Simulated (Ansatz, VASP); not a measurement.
**Zr4Ag in VASP and in Ansatz**

```
Zr Ag
1.0
     4.98264    0.00000    0.00000
    -2.49132    4.31509    0.00000
     0.00000    0.00000    4.62816
Zr Ag
4 1
Direct
  0.00000 0.00000 0.00000
  0.50000 0.00000 0.00000
  0.00000 0.50000 0.00000
  0.50000 0.50000 0.00000
  0.00000 0.00000 0.50000
```

Alike in both runs: task relaxation of cell and atoms; functional PBE; k mesh 4 × 4 × 4; occupations gaussian, width 0.2 eV; no spin polarisation.

|  | VASP | Ansatz |
| --- | --- | --- |
| version | VASP 6.6.1 | Ansatz 0.2.0 |
| potentials or method | VASP PAW PBE potentials, release 64 (Zr_sv, Ag), cutoff 600 eV | scalar-relativistic, plane waves, PAW |
| valence electrons in the cell | 59 | 67 |

|  | VASP | Ansatz | Ansatz less VASP |
| --- | --- | --- | --- |
| gap on the k mesh at the Fermi level, each at its own relaxed structure (eV) | none | none | - |
| relaxed volume (Å³/atom) | 30.82 | 30.70 | -0.123 |
| relaxed cell length with the largest relative difference (Å) | 5.848 | 5.833 | -0.0155 |

A gap of «none» marks a metal or a gap that the smearing closes. VASP's potentials hold 59 valence electrons a cell and Ansatz's 67, so a difference there can come from the potentials and not from the codes.

The k mesh is coarse, so the values compare programs but aren't converged. Noted on VASP's run: the volume moved by over 15 % at a fixed basis, so the end points are rough.
